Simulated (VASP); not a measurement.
# Pt (an interface model) in VASP: single point with PBE

Aim: the single point of Pt (an interface model) with PBE.

Program: VASP 6.6.1. These are calculated values, not measurements. Logs are shortened: lines on timing, memory, paths and dates and some standing lists are left out, and cuts for length are marked.

## (1) The cell of the first run

The cell holds layers of an interface, 12 atoms: a = 2.807 Å, b = 2.807 Å, c = 27.622 Å, α = 90.00°, β = 90.00°, γ = 120.00°.

## (2) Single point, PBE

INCAR reads:

```
  PREC = Accurate
  ENCUT = 520
  EDIFF = 1E-6
  ISMEAR = 0
  SIGMA = 0.1
  LREAL = False
  LASPH = True
  NELM = 60
  ALGO = Normal
  ISIF = 2
  LWAVE = False
  LCHARG = True
  GGA = PE
  LELF = True
  LVHAR = True
  NBANDS = 72
```

KPOINTS reads:

```
Automatic mesh
0
Gamma
  12 12 2
```

POSCAR reads:

```
Pt
1.0
    2.8072945027      0.0000000000      0.0000000000
   -1.4036472513      2.4311883552      0.0000000000
    0.0000000000      0.0000000000     27.6216976796
Pt
12
Direct
    0.0000000000      0.0000000000      0.0000000000
    0.3333333333      0.6666666667      0.0840566165
    0.6666666667      0.3333333333      0.1669918295
    0.0000000000      0.0000000000      0.2500000000
    0.3333333333      0.6666666667      0.3330081705
    0.6666666667      0.3333333333      0.4159433835
    0.3333333333      0.6666666667      0.9159433835
    0.6666666667      0.3333333333      0.8330081705
    0.0000000000      0.0000000000      0.7500000000
    0.3333333333      0.6666666667      0.6669918295
    0.6666666667      0.3333333333      0.5840566165
    0.0000000000      0.0000000000      0.5000000000
```

Potentials or basis: VASP PAW PBE potentials, release 64 (Pt).

On the command line:

```
cat potpaw_PBE.64/Pt/POTCAR > POTCAR
mpirun -np 1 vasp_std > vasp.out
```

OUTCAR:

```text
PREC = Accurate
   ENCUT = 520
   EDIFF = 1E-6
   ISMEAR = 0
   LREAL = False
   LASPH = True
   NELM = 60
   ISIF = 2
   GGA = PE

 ion  position               nearest neighbor table
   1  0.000  0.000  0.000-   2 2.83   7 2.83   2 2.83   7 2.83   2 2.83   7 2.83
   2  0.333  0.667  0.084-   3 2.81   3 2.81   3 2.81   1 2.83   1 2.83   1 2.83
   3  0.667  0.333  0.167-   2 2.81   2 2.81   2 2.81   4 2.81   4 2.81   4 2.81
   4  0.000  0.000  0.250-   3 2.81   5 2.81   5 2.81   3 2.81   3 2.81   5 2.81
   5  0.333  0.667  0.333-   6 2.81   6 2.81   6 2.81   4 2.81   4 2.81   4 2.81
   6  0.667  0.333  0.416-   5 2.81   5 2.81   5 2.81  12 2.83  12 2.83  12 2.83
   7  0.333  0.667  0.916-   8 2.81   8 2.81   8 2.81   1 2.83   1 2.83   1 2.83
   8  0.667  0.333  0.833-   7 2.81   7 2.81   7 2.81   9 2.81   9 2.81   9 2.81
   9  0.000  0.000  0.750-   8 2.81  10 2.81  10 2.81   8 2.81   8 2.81  10 2.81
  10  0.333  0.667  0.667-  11 2.81  11 2.81  11 2.81   9 2.81   9 2.81   9 2.81
  11  0.667  0.333  0.584-  10 2.81  10 2.81  10 2.81  12 2.83  12 2.83  12 2.83
  12  0.000  0.000  0.500-   6 2.83  11 2.83   6 2.83  11 2.83   6 2.83  11 2.83

  LATTYP: Found a hexagonal cell.
 ALAT       =     2.8072945027
 C/A-ratio  =     9.8392589923

  Lattice vectors:

 A1 = (   2.8072945027,   0.0000000000,   0.0000000000)
 A2 = (  -1.4036472513,   2.4311883552,   0.0000000000)
 A3 = (   0.0000000000,   0.0000000000,  27.6216976796)

Analysis of symmetry for initial positions (statically):
=====================================================================
 Subroutine PRICEL returns:
 Original cell was already a primitive cell.

 Routine SETGRP: Setting up the symmetry group for a
 hexagonal supercell.

 Subroutine GETGRP returns: Found 24 space group operations
 (whereof 12 operations were pure point group operations)
 out of a pool of 24 trial point group operations.

The static configuration has the point symmetry D_3h.
 The point group associated with its full space group is D_6h.

Analysis of symmetry for dynamics (positions and initial velocities):
=====================================================================
 Subroutine PRICEL returns:
 Original cell was already a primitive cell.

 Routine SETGRP: Setting up the symmetry group for a
 hexagonal supercell.

 Subroutine GETGRP returns: Found 24 space group operations
 (whereof 12 operations were pure point group operations)
 out of a pool of 24 trial point group operations.

The dynamic configuration has the point symmetry D_3h.
 The point group associated with its full space group is D_6h.

 Subroutine INISYM returns: Found 24 space group operations
 (whereof 12 operations are pure point group operations),
 and found     1 'primitive' translations

----------------------------------------------------------------------------------------

                                     Primitive cell

  volume of cell :     188.5198

  direct lattice vectors                    reciprocal lattice vectors
     2.807294503  0.000000000  0.000000000     0.356214853  0.205660742  0.000000000
    -1.403647251  2.431188355  0.000000000     0.000000000  0.411321483  0.000000000
     0.000000000  0.000000000 27.621697680     0.000000000  0.000000000  0.036203423

  length of vectors
     2.807294503  2.807294503 27.621697680     0.411321483  0.411321483  0.036203423

  position of ions in fractional coordinates (direct lattice)
     0.000000000  0.000000000  0.000000000
     0.333333333  0.666666667  0.084056616
     0.666666667  0.333333333  0.166991829
     0.000000000  0.000000000  0.250000000
     0.333333333  0.666666667  0.333008171
     0.666666667  0.333333333  0.415943384
     0.333333333  0.666666667  0.915943384
     0.666666667  0.333333333  0.833008171
     0.000000000  0.000000000  0.750000000
     0.333333333  0.666666667  0.666991829
     0.666666667  0.333333333  0.584056616
     0.000000000  0.000000000  0.500000000

  ion indices of the primitive-cell ions
   primitive index   ion index
                 1           1
                 2           2
                 3           3
                 4           4
                 5           5
                 6           6
                 7           7
                 8           8
                 9           9
                10          10
                11          11
                12          12

----------------------------------------------------------------------------------------

 KPOINTS: Automatic mesh

Automatic generation of k-mesh.
 Grid dimensions read from file:
 generate k-points for:   12   12    2

 Generating k-lattice:

  Cartesian coordinates                     Fractional coordinates (reciprocal lattice)
     0.029684571  0.017138395  0.000000000     0.083333333  0.000000000  0.000000000
     0.000000000  0.034276790  0.000000000     0.000000000  0.083333333  0.000000000
     0.000000000  0.000000000  0.018101711     0.000000000  0.000000000  0.500000000

  Length of vectors
     0.034276790  0.034276790  0.018101711

  Shift w.r.t. Gamma in fractional coordinates (k-lattice)
     0.000000000  0.000000000  0.000000000

 Subroutine IBZKPT returns following result:
 ===========================================

 Found     38 irreducible k-points:

 Following reciprocal coordinates:
            Coordinates               Weight
  0.000000  0.000000  0.000000      1.000000
  0.083333 -0.000000  0.000000      6.000000
  0.166667  0.000000  0.000000      6.000000
  0.250000  0.000000  0.000000      6.000000
  0.333333  0.000000  0.000000      6.000000
  0.416667  0.000000  0.000000      6.000000
[... 16 lines left out ...]
  0.250000  0.000000  0.500000      6.000000
  0.333333  0.000000  0.500000      6.000000
 [... further k-points ...]
   k-points           NKPTS =     38   k-points in BZ     NKDIM =     38   number of bands    NBANDS=     72
   number of dos      NEDOS =    301   number of ions     NIONS =     12
   total plane-waves  NPLWV = 120960
   dimension x,y,z NGX =    24 NGY =   24 NGZ =  210
   dimension x,y,z NGXF=    48 NGYF=   48 NGZF=  420
   ions per type =              12
   NGX,Y,Z   is equivalent  to a cutoff of  14.21, 14.21, 12.64 a.u.
   NGXF,Y,Z  is equivalent  to a cutoff of  28.43, 28.43, 25.28 a.u.
 SYSTEM =  unknown system
   PREC   = accura    normal or accurate (medium, high low for compatibility)
   ISTART =      0    job   : 0-new  1-cont  2-samecut
   ICHARG =      2    charge: 1-file 2-atom 10-const
   ISPIN  =      1    spin polarized calculation?
   LNONCOLLINEAR =      F non collinear calculations
   LSORBIT =      F    spin-orbit coupling
   LASPH  =      T    aspherical Exc in radial PAW
   ENCUT  =  520.0 eV  38.22 Ry    6.18 a.u.   5.22  5.22 51.36*2*pi/ulx,y,z
   NELM   =     60;   NELMIN=  2; NELMDL= -5     # of ELM steps
   EDIFF  = 0.1E-05   stopping-criterion for ELM
   LREAL  =      F    real-space projection
   EDIFFG = 0.1E-04   stopping-criterion for IOM
   NSW    =      0    number of steps for IOM
   IBRION =     -1    ionic relax: 0-MD 1-quasi-New 2-CG
   NFREE  =      0    steps in history (QN), initial steepest desc. (CG)
   ISIF   =      2    stress and relaxation
   ISYM   =      2    0-nonsym 1-usesym 2-fastsym
   POTIM  = 0.5000    time-step for ionic-motion
   TEBEG  =    0.0;   TEEND  =   0.0 temperature during run
   PSTRESS=    0.0 pullay stress
   NELECT =     120.0000    total number of electrons
   NUPDOWN=      -1.0000    fix difference up-down
   EMIN   =  10.00;   EMAX   =-10.00  energy-range for DOS
   EFERMI =   0.00;   METHOD = LEGACY
   ISMEAR =     0;   SIGMA  =   0.10  broadening in eV -4-tet -1-fermi 0-gaus
   EFERMI_NEDOS =   21; number of points for ismear=-14 and -15
   IALGO  =     38    algorithm
   IMIX   =      4    mixing-type and parameters
     AMIX     =   0.40;   BMIX     =  1.00
     AMIX_MAG =   1.60;   BMIX_MAG =  1.00
  volume/ion in A,a.u.               =      15.71       106.02
  Fermi-wavevector in a.u.,A,eV,Ry     =   1.408260  2.661226 26.983033  1.983197
  Thomas-Fermi vector in A             =   2.530436
   LORBIT       =      0    0 simple, 1 ext, 2 COOP (PROOUT), +10 PAW based schemes
   GGA     = PE    functional components
   LHFCALC =     F    Hartree Fock is set to
   AEXX    =    0.0000 exact exchange contribution
   IVDW    =     0    specifies the selected vdW correction
   LEPSILON=     F    determine dielectric tensor
   LRPA    =     F    only Hartree local field effects (RPA)
 non-spin polarized calculation
 Gauss-broadening in eV      SIGMA  =   0.10
  energy-cutoff  :      520.00
  volume of cell :      188.52
 maximum number of plane-waves:      5112
 NGX is ok and might be reduce to    24
   NGX = 11   NGY = 11   NGZ =103

 number of electron     119.9999998 magnetization

 Free energy of the ion-electron system (eV)
  ---------------------------------------------------
  ext. energy  EPLUGINS =         0.00000000
  ---------------------------------------------------
  free energy    TOTEN  =       -73.13869934 eV

  energy without entropy =      -73.01564019  energy(sigma->0) =      -73.07716977

 E-fermi :  10.4960     XC(G=0): -13.2452

 val. band max:       10.4917557720   @ k =   0.4167   0.1667   0.0000
 cond. band min:      10.4960239723   @ k =   0.3333   0.2500   0.0000
 fundamental gap:      0.0042682003
 Fermi energy:        10.4959891206

 k-point     1 :       0.0000    0.0000    0.0000
  band No.  band energies     occupation
      1       0.7291      2.00000
      2       0.9592      2.00000
      3       1.0316      2.00000
      4       1.7150      2.00000
      5       1.7505      2.00000
      6       2.6967      2.00000
[... 64 lines left out ...]
     71      10.4850      1.12299
     72      10.4850      1.12299

 k-point     2 :       0.0833   -0.0000    0.0000
  band No.  band energies     occupation
      1       0.9679      2.00000
      2       1.1938      2.00000
      3       1.2659      2.00000
      4       1.9403      2.00000
      5       1.9756      2.00000
      6       2.9214      2.00000
[... 1642 lines left out ...]
 k-point    24 :       0.3333    0.0000    0.5000
  band No.  band energies     occupation
      1       3.4354      2.00000
      2       3.4354      2.00000
      3       3.7383      2.00000
      4       3.7383      2.00000
      5       4.0365      2.00000
      6       4.0365      2.00000
[... 64 lines left out ...]
     71      15.2268      0.00000
     72      15.2268      0.00000

 [... further k-points ...]
[... 5 lines left out ...]
  --------------------------------------------------------------------------------------
  -------------------------------------------------------------------------------------
  Total       -1.9747864     -1.9747864     -0.6812225     -0.0000000      0.0000000     -0.0000000
  in kB      -16.7831610    -16.7831610     -5.7895208     -0.0000000      0.0000000     -0.0000000
  external PRESSURE =     -13.1186142 kB  Pullay stress =       0.0000000 kB

 VOLUME and BASIS-vectors are now :
 -----------------------------------------------------------------------------
  energy-cutoff  :      520.00
  volume of cell :      188.52
      direct lattice vectors                 reciprocal lattice vectors
     2.807294503  0.000000000  0.000000000     0.356214853  0.205660742  0.000000000
    -1.403647251  2.431188355  0.000000000     0.000000000  0.411321483  0.000000000
     0.000000000  0.000000000 27.621697680     0.000000000  0.000000000  0.036203423

 POSITION                                       TOTAL-FORCE (eV/Angst)
 -----------------------------------------------------------------------------------
      0.00000      0.00000      0.00000         0.000000      0.000000      0.000000
     -0.00000      1.62079      2.32179         0.000000      0.000000     -0.007201
      1.40365      0.81040      4.61260        -0.000000      0.000000     -0.001653
      0.00000      0.00000      6.90542         0.000000     -0.000000      0.000000
     -0.00000      1.62079      9.19825         0.000000     -0.000000      0.001653
      1.40365      0.81040     11.48906        -0.000000     -0.000000      0.007201
     -0.00000      1.62079     25.29991         0.000000     -0.000000      0.007201
      1.40365      0.81040     23.00910        -0.000000      0.000000      0.001653
      0.00000      0.00000     20.71627         0.000000     -0.000000      0.000000
     -0.00000      1.62079     18.42345         0.000000     -0.000000     -0.001653
      1.40365      0.81040     16.13264        -0.000000     -0.000000     -0.007201
      0.00000      0.00000     13.81085         0.000000     -0.000000      0.000000
 -----------------------------------------------------------------------------------
    total drift:                               -0.000000      0.000000     -0.000000

  FREE ENERGIE OF THE ION-ELECTRON SYSTEM (eV)
  ---------------------------------------------------
  free  energy   TOTEN  =       -73.1386993439 eV

  energy  without entropy=      -73.0156401872  energy(sigma->0) =      -73.07716977
```

Wall time 26 min (1 thread of Oxide Virtual Turin-like, shared host); peak memory 0.52 GiB.

Results:

```
Free energy   : -73.1387 eV
Pressure      : -1.3 GPa
Largest force : 0.007 eV/Å
```

Forces on the atoms (eV/Å):
```
Pt   0.000  0.000  0.000
Pt   0.000  0.000 -0.007
Pt   0.000  0.000 -0.002
Pt   0.000  0.000  0.000
Pt   0.000  0.000  0.002
Pt   0.000  0.000  0.007
Pt   0.000  0.000  0.007
Pt   0.000  0.000  0.002
Pt   0.000  0.000  0.000
Pt   0.000  0.000 -0.002
Pt   0.000  0.000 -0.007
Pt   0.000  0.000  0.000
```

Caveat: the bands computed are all filled at some k points, so no gap is given; spin-orbit coupling is left out, which moves the levels of the heavy elements.
